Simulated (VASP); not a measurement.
# Sb (Fm-3m) in VASP: notebook

Sb is run at these levels: r2SCAN-based global hybrid with 35 % exact exchange, r2SCAN-based global hybrid with 50 % exact exchange, PBEsol; tasks: single point.

Everything below comes from runs of VASP 6.6.1. Logs are shortened: lines on timing, memory, paths and dates and some standing lists are left out, and cuts for length are marked.

### 1 The cell of the first run

It takes space group Fm-3m (No. 225, cubic). Conventional cell: a = 4.742 Å, b = 4.742 Å, c = 4.742 Å, α = 90.00°, β = 90.00°, γ = 90.00°. Sb (site symmetry m-3m) has 12 Sb at 3.35 Å within 4.4 Å.

This isn't the form of Sb at room conditions, which is rhombohedral.

### 2 Single point, r2SCAN-based global hybrid with 35 % exact exchange

File POSCAR:

```
Sb
1.0
    0.0000000000      2.3712425216      2.3712425216
    2.3712425216      0.0000000000      2.3712425216
    2.3712425216      2.3712425216      0.0000000000
Sb
1
Direct
    0.0000000000      0.0000000000      0.0000000000
```

File INCAR.step1:

```
SYSTEM = Sb
PREC = Accurate ; ENCUT = 520
EDIFF = 1E-5 ; ISMEAR = -1
SIGMA = 0.05 ; LREAL = .False.
LASPH = .True. ; NELM = 100
ALGO = Normal ; ISIF = 2
LWAVE = .True. ; NBANDS = 8
GGA = PE
```

File INCAR.step2:

```
SYSTEM = Sb
PREC = Accurate ; ENCUT = 520
EDIFF = 1E-6 ; ISMEAR = -1
SIGMA = 0.05 ; LREAL = .False.
LASPH = .True. ; NELM = 100
ALGO = Normal ; ISIF = 2
LWAVE = .False. ; LCHARG = .True.
METAGGA = R2SCAN ; LHFCALC = .True.
AEXX = 0.35 ; LMIXTAU = .True.
PRECFOCK = Normal ; LELF = .True.
LVHAR = .True. ; NBANDS = 8
ISTART = 1
```

File KPOINTS:

```
regular mesh
0
Gamma
  6 6 6
  0 0 0
```

Potentials or basis: VASP PAW PBE potentials, release 64 (Sb).

Launch:

```sh
cat potpaw_PBE.64/Sb/POTCAR > POTCAR
cp INCAR.step1 INCAR
mpirun -np 1 vasp_std > vasp.out
cp INCAR.step2 INCAR
mpirun -np 1 vasp_std > vasp.out
```

OUTCAR:

```text
SYSTEM = Sb
   PREC = Accurate
   ENCUT = 520
   EDIFF = 1E-6
   ISMEAR = -1
   LREAL = .False.
   LASPH = .True.
   NELM = 100
   ISIF = 2
   METAGGA = R2SCAN
   LHFCALC = .True.
   AEXX = 0.35
   PRECFOCK = Normal
   ISTART = 1

 ion  position               nearest neighbor table
   1  0.000  0.000  0.000-

  LATTYP: Found a face centered cubic cell.
 ALAT       =     4.7424850432

  Lattice vectors:

 A1 = (   0.0000000000,   2.3712425216,   2.3712425216)
 A2 = (   2.3712425216,   0.0000000000,   2.3712425216)
 A3 = (   2.3712425216,   2.3712425216,   0.0000000000)

Analysis of symmetry for initial positions (statically):
=====================================================================
 Subroutine PRICEL returns:
 Original cell was already a primitive cell.

 Routine SETGRP: Setting up the symmetry group for a
 face centered cubic supercell.

 Subroutine GETGRP returns: Found 48 space group operations
 (whereof 48 operations were pure point group operations)
 out of a pool of 48 trial point group operations.

The static configuration has the point symmetry O_h .

Analysis of symmetry for dynamics (positions and initial velocities):
=====================================================================
 Subroutine PRICEL returns:
 Original cell was already a primitive cell.

 Routine SETGRP: Setting up the symmetry group for a
 face centered cubic supercell.

 Subroutine GETGRP returns: Found 48 space group operations
 (whereof 48 operations were pure point group operations)
 out of a pool of 48 trial point group operations.

The dynamic configuration has the point symmetry O_h .

 Subroutine INISYM returns: Found 48 space group operations
 (whereof 48 operations are pure point group operations),
 and found     1 'primitive' translations

----------------------------------------------------------------------------------------

                                     Primitive cell

  volume of cell :      26.6660

  direct lattice vectors                    reciprocal lattice vectors
     0.000000000  2.371242522  2.371242522    -0.210859916  0.210859916  0.210859916
     2.371242522  0.000000000  2.371242522     0.210859916 -0.210859916  0.210859916
     2.371242522  2.371242522  0.000000000     0.210859916  0.210859916 -0.210859916

  length of vectors
     3.353443334  3.353443334  3.353443334     0.365220089  0.365220089  0.365220089

  position of ions in fractional coordinates (direct lattice)
     0.000000000  0.000000000  0.000000000

  ion indices of the primitive-cell ions
   primitive index   ion index
                 1           1

----------------------------------------------------------------------------------------

 KPOINTS: regular mesh

Automatic generation of k-mesh.
 Grid dimensions read from file:
 generate k-points for:    6    6    6

 Generating k-lattice:

  Cartesian coordinates                     Fractional coordinates (reciprocal lattice)
    -0.035143319  0.035143319  0.035143319     0.166666667  0.000000000  0.000000000
     0.035143319 -0.035143319  0.035143319     0.000000000  0.166666667  0.000000000
     0.035143319  0.035143319 -0.035143319     0.000000000  0.000000000  0.166666667

  Length of vectors
     0.060870015  0.060870015  0.060870015

  Shift w.r.t. Gamma in fractional coordinates (k-lattice)
     0.000000000  0.000000000  0.000000000

 Subroutine IBZKPT returns following result:
 ===========================================

 Found     16 irreducible k-points:

 Following reciprocal coordinates:
            Coordinates               Weight
  0.000000  0.000000  0.000000      1.000000
  0.166667  0.000000  0.000000      8.000000
  0.333333  0.000000  0.000000      8.000000
  0.500000  0.000000  0.000000      4.000000
  0.166667  0.166667  0.000000      6.000000
  0.333333  0.166667  0.000000     24.000000
[... 8 lines left out ...]
 -0.333333  0.333333  0.166667     24.000000
 -0.333333  0.500000  0.166667     12.000000
   k-points           NKPTS =     16   k-points in BZ     NKDIM =    216   number of bands    NBANDS=      8
   number of dos      NEDOS =    301   number of ions     NIONS =      1
   total plane-waves  NPLWV =  21952
   dimension x,y,z NGX =    28 NGY =   28 NGZ =   28
   dimension x,y,z NGXF=    56 NGYF=   56 NGZF=   56
   ions per type =               1
   NGX,Y,Z   is equivalent  to a cutoff of  13.88, 13.88, 13.88 a.u.
   NGXF,Y,Z  is equivalent  to a cutoff of  27.76, 27.76, 27.76 a.u.
 SYSTEM =  Sb
   PREC   = accura    normal or accurate (medium, high low for compatibility)
   ISTART =      1    job   : 0-new  1-cont  2-samecut
   ICHARG =      0    charge: 1-file 2-atom 10-const
   ISPIN  =      1    spin polarized calculation?
   LNONCOLLINEAR =      F non collinear calculations
   LSORBIT =      F    spin-orbit coupling
   LASPH  =      T    aspherical Exc in radial PAW
   ENCUT  =  520.0 eV  38.22 Ry    6.18 a.u.   6.24  6.24  6.24*2*pi/ulx,y,z
   NELM   =    100;   NELMIN=  2; NELMDL=  0     # of ELM steps
   EDIFF  = 0.1E-05   stopping-criterion for ELM
   LREAL  =      F    real-space projection
   EDIFFG = 0.1E-04   stopping-criterion for IOM
   NSW    =      0    number of steps for IOM
   IBRION =     -1    ionic relax: 0-MD 1-quasi-New 2-CG
   NFREE  =      0    steps in history (QN), initial steepest desc. (CG)
   ISIF   =      2    stress and relaxation
   ISYM   =      3    0-nonsym 1-usesym 2-fastsym
   POTIM  = 0.5000    time-step for ionic-motion
   TEBEG  =    0.0;   TEEND  =   0.0 temperature during run
   PSTRESS=    0.0 pullay stress
   NELECT =       5.0000    total number of electrons
   NUPDOWN=      -1.0000    fix difference up-down
   EMIN   =  10.00;   EMAX   =-10.00  energy-range for DOS
   EFERMI =   0.00;   METHOD = LEGACY
   ISMEAR =    -1;   SIGMA  =   0.05  broadening in eV -4-tet -1-fermi 0-gaus
   EFERMI_NEDOS =   21; number of points for ismear=-14 and -15
   IALGO  =     38    algorithm
   IMIX   =      1    mixing-type and parameters
     AMIX     =   0.40;   BMIX     =  1.00
     AMIX_MAG =   1.60;   BMIX_MAG =  1.00
  volume/ion in A,a.u.               =      26.67       179.95
  Fermi-wavevector in a.u.,A,eV,Ry     =   0.937013  1.770697 11.945820  0.877993
  Thomas-Fermi vector in A             =   2.064081
   LORBIT       =      0    0 simple, 1 ext, 2 COOP (PROOUT), +10 PAW based schemes
   METAGGA = R2SCAN    functional components
   LHFCALC =     T    Hartree Fock is set to
   PRECFOCK=normal    Normal, Fast or Accurate (Low or Medium for compatibility)
   ENCUT4O =  -1.0   cutoff for four orbital integrals eV
   NKREDX  =     1    reduce k-point grid by
   NKREDY  =     1    reduce k-point grid by
   NKREDZ  =     1    reduce k-point grid by
   AEXX    =    0.3500 exact exchange contribution
   HFSCREEN=    0.0000 screening length (either q_TF or 0.3 A-1)
   HFSCREENC=   0.0000 screening length for correlation (either q_TF or 0.3 A-1)
   ENCUTFOCK=  -1.0 apply spherical cutoff to Coloumb kernel
   IVDW    =     0    specifies the selected vdW correction
   LEPSILON=     F    determine dielectric tensor
   LRPA    =     F    only Hartree local field effects (RPA)
 non-spin polarized calculation
  energy-cutoff  :      520.00
  volume of cell :       26.67
 maximum number of plane-waves:       745
 NGX is ok and might be reduce to    28
  NGX = 20; NGY = 20; NGZ = 20

 number of electron       5.0000000 magnetization

 Free energy of the ion-electron system (eV)
  ---------------------------------------------------
  ext. energy  EPLUGINS =         0.00000000
  ---------------------------------------------------
  free energy    TOTEN  =       -19.93959023 eV

  energy without entropy =      -19.93223546  energy(sigma->0) =      -19.93591285

 E-fermi :   8.6511     XC(G=0):  -7.6222

 val. band max:        8.6255530444   @ k =  -0.3333   0.3333   0.1667
 cond. band min:       9.1752709266   @ k =  -0.3333   0.1667   0.0000
 fundamental gap:      0.5497178821
 Fermi energy:         8.6510885040

 k-point     1 :       0.0000    0.0000    0.0000
  band No.  band energies     occupation
      1      -7.7014      2.00000
      2      15.4685      0.00000
      3      15.4685      0.00000
      4      15.4685      0.00000
      5      20.1436      0.00000
      6      20.1436      0.00000
      7      20.1436      0.00000
      8      20.9433      0.00000

 k-point     2 :       0.1667    0.0000    0.0000
  band No.  band energies     occupation
      1      -7.0504      2.00000
      2      10.8927      0.00000
      3      14.7222      0.00000
      4      14.7222      0.00000
      5      18.8567      0.00000
      6      21.0837      0.00000
      7      21.0837      0.00000
      8      22.9867      0.00000

 k-point     3 :       0.3333    0.0000    0.0000
  band No.  band energies     occupation
      1      -5.1399      2.00000
      2       4.1176      2.00000
      3      13.7961      0.00000
      4      13.7961      0.00000
      5      18.3738      0.00000
      6      19.9281      0.00000
      7      19.9281      0.00000
      8      21.3564      0.00000

 k-point     4 :       0.5000    0.0000    0.0000
  band No.  band energies     occupation
      1      -3.0528      2.00000
      2       0.5246      2.00000
      3      13.4620      0.00000
      4      13.4620      0.00000
      5      18.4185      0.00000
      6      19.2343      0.00000
      7      19.2343      0.00000
      8      20.3011      0.00000

 k-point     5 :       0.1667    0.1667    0.0000
  band No.  band energies     occupation
      1      -6.8321      2.00000
      2      12.5357      0.00000
      3      12.9537      0.00000
      4      12.9537      0.00000
      5      17.0284      0.00000
      6      19.2758      0.00000
      7      23.1550      0.00000
      8      23.1550      0.00000
[... 89 lines left out ...]
 k-point    14 :       0.5000    0.3333    0.1667
  band No.  band energies     occupation
      1      -3.4707      2.00000
      2       4.9513      2.00000
      3       6.5947      2.00000
      4      10.3357      0.00000
      5      18.3283      0.00000
      6      18.8679      0.00000
      7      21.4140      0.00000
      8      26.1570      0.00000

 k-point    15 :      -0.3333    0.3333    0.1667
  band No.  band energies     occupation
      1      -1.5685      2.00000
      2       2.3739      2.00000
      3       5.8716      2.00000
      4       8.6256      1.24995
      5      18.4416      0.00000
      6      20.1393      0.00000
      7      23.1860      0.00000
      8      23.9043      0.00000

 k-point    16 :      -0.3333    0.5000    0.1667
  band No.  band energies     occupation
      1      -0.7235      2.00000
      2       2.6498      2.00000
      3       5.5555      2.00000
      4       6.5799      2.00000
      5      17.7405      0.00000
      6      18.1780      0.00000
      7      24.2719      0.00000
      8      24.5643      0.00000

------------------------ aborting loop because EDIFF is reached ----------------------------------------

  FORCE on cell =-STRESS in cart. coord.  units (eV):
  Direction    XX          YY          ZZ          XY          YZ          ZX
  --------------------------------------------------------------------------------------
  -------------------------------------------------------------------------------------
  Total       -0.5813581     -0.5813581     -0.5813581      0.0000000      0.0000000      0.0000000
  in kB      -34.9298219    -34.9298219    -34.9298219      0.0000000      0.0000000      0.0000000
  external PRESSURE =     -34.9298219 kB  Pullay stress =       0.0000000 kB

 VOLUME and BASIS-vectors are now :
 -----------------------------------------------------------------------------
  energy-cutoff  :      520.00
  volume of cell :       26.67
      direct lattice vectors                 reciprocal lattice vectors
     0.000000000  2.371242522  2.371242522    -0.210859916  0.210859916  0.210859916
     2.371242522  0.000000000  2.371242522     0.210859916 -0.210859916  0.210859916
     2.371242522  2.371242522  0.000000000     0.210859916  0.210859916 -0.210859916

 POSITION                                       TOTAL-FORCE (eV/Angst)
 -----------------------------------------------------------------------------------
      0.00000      0.00000      0.00000         0.000000      0.000000      0.000000
 -----------------------------------------------------------------------------------
    total drift:                               -0.000000     -0.000000     -0.000000

  FREE ENERGIE OF THE ION-ELECTRON SYSTEM (eV)
  ---------------------------------------------------
  free  energy   TOTEN  =       -19.9395902316 eV

  energy  without entropy=      -19.9322354633  energy(sigma->0) =      -19.93591285
```

It took 8.1 min on 1 thread of Intel Xeon Platinum 8175M at 2.50GHz (Skylake/Cascade Lake), shared host; peak memory 0.17 GiB.

What came out:

```
Free energy            : -19.9396 eV
Pressure               : -3.5 GPa
Band gap on the k mesh : zero (an odd number of electrons rules out a gap without spin polarisation)
```

Caveat: the k points lie up to 0.38 Å⁻¹ apart, too coarse for converged energies and pressures of a metal; the PAW data sets were made with another functional, which shifts forces and pressure a little; spin-orbit coupling is left out, which moves the levels of the heavy elements.

### 3 Single point, r2SCAN-based global hybrid with 50 % exact exchange

POSCAR is that of step 2.

File INCAR.step1:

```
SYSTEM = Sb
PREC     = Accurate       ! precision mode
ENCUT    = 520            ! plane-wave cutoff, eV
EDIFF    = 1E-5           ! SCF threshold, eV
ISMEAR   = -1             ! smearing method
SIGMA    = 0.05           ! smearing width, eV
LREAL    = .False.        ! projectors in reciprocal space
LASPH    = .True.         ! aspherical terms in the spheres
NELM     = 60             ! most SCF steps
ALGO     = Normal         ! electronic algorithm
ISIF     = 2              ! what is computed and relaxed
LWAVE    = .True.         ! write WAVECAR
GGA      = PE             ! functional
NBANDS   = 8              ! bands
```

File INCAR.step2:

```
SYSTEM = Sb
PREC     = Accurate       ! precision mode
ENCUT    = 520            ! plane-wave cutoff, eV
EDIFF    = 1E-7           ! SCF threshold, eV
ISMEAR   = -1             ! smearing method
SIGMA    = 0.05           ! smearing width, eV
LREAL    = .False.        ! projectors in reciprocal space
LASPH    = .True.         ! aspherical terms in the spheres
NELM     = 60             ! most SCF steps
ALGO     = Normal         ! electronic algorithm
ISIF     = 2              ! what is computed and relaxed
LWAVE    = .False.        ! write WAVECAR
LCHARG   = .True.         ! write CHGCAR
METAGGA  = R2SCAN         ! meta-GGA
LHFCALC  = .True.         ! exact exchange
AEXX     = 0.5            ! exact-exchange fraction
LMIXTAU  = .True.       
PRECFOCK = Normal       
LELF     = .True.         ! ELF
LVHAR    = .True.       
ISTART   = 1            
NBANDS   = 8              ! bands
```

File KPOINTS:

```
Automatic mesh
0
Gamma
  6 6 6
  0 0 0
```

Potentials or basis: VASP PAW PBE potentials, release 64 (Sb).

Launch:

```sh
cat potpaw_PBE.64/Sb/POTCAR > POTCAR
cp INCAR.step1 INCAR
mpirun -np 1 vasp_std > vasp.out
cp INCAR.step2 INCAR
mpirun -np 1 vasp_std > vasp.out
```

Wall time 11 min (1 thread of Intel Xeon Platinum 8175M at 2.50GHz (Skylake/Cascade Lake), shared host); peak memory 0.16 GiB.

It converged, with:

| Item | Value |
| --- | --- |
| Free energy | -18.0253 eV |
| Pressure | -6.2 GPa |
| Band gap on the k mesh | zero (an odd number of electrons rules out a gap without spin polarisation) |

Levels at points of the mesh, in eV from the Fermi level:
```csv
k point,band 1,band 2,band 3,band 4,band 5,band 6,band 7
"(0.00, 0.00, 0.00)",-17.27,7.37,7.37,7.37,12.14,12.14,12.14
"(0.50, 0.00, 0.00)",-12.38,-8.83,5.29,5.29,10.39,11.22,11.22
"(0.50, 0.50, 0.00)",-10.17,-7.65,0.84,0.84,5.68,5.95,19.99
```

Caveat: the k points lie up to 0.38 Å⁻¹ apart, too coarse for converged energies and pressures of a metal; the PAW data sets were made with another functional, which shifts forces and pressure a little; spin-orbit coupling is left out, which moves the levels of the heavy elements.

### 4 Single point, PBEsol

This run uses another cell than the first one, of 20.32 Å³/atom.

File INCAR:

```
  ALGO = Normal
  EDIFF = 1E-7
  ENCUT = 520
  GGA = PS
  ISIF = 2
  ISMEAR = -1
  LASPH = T
  LCHARG = F
  LREAL = F
  LWAVE = F
  NBANDS = 8
  NELM = 100
  PREC = Accurate
  SIGMA = 0.05
```

File KPOINTS:

```
k-points
0
Gamma
  10 10 10
```

File POSCAR:

```
Sb
1.0
    0.0000000000      2.1657831061      2.1657831061
    2.1657831061      0.0000000000      2.1657831061
    2.1657831061      2.1657831061      0.0000000000
Sb
1
Direct
    0.0000000000      0.0000000000      0.0000000000
```

Launch:

```sh
cat potpaw_PBE.64/Sb/POTCAR > POTCAR
mpirun -np 1 vasp_std > vasp.out
```

Wall time 4.3 s (1 thread of Intel Xeon 6975P-C (Granite Rapids), shared host); peak memory 0.13 GiB.

Results (log left out):

```yaml
Free_energy: -3.8710 eV
Pressure: 30.5 GPa
Band_gap_on_the_k_mesh: zero (an odd number of electrons rules out a gap without spin polarisation)
```

Levels at points of the mesh, in eV from the Fermi level:
```tsv
k point	band 1	band 2	band 3	band 4	band 5	band 6
(0.00, 0.00, 0.00)	-15.51	7.64	7.64	7.64	10.09	11.02
(0.50, 0.00, 0.00)	-9.97	-7.86	5.15	5.15	9.49	9.93
(0.50, 0.50, 0.00)	-7.43	-6.63	0.41	0.41	4.57	4.61
```

Caveat: the cell stands under pressure; the PAW data sets were made with another functional, which shifts forces and pressure a little; spin-orbit coupling is left out, which moves the levels of the heavy elements.

[end of part 1 of 2]
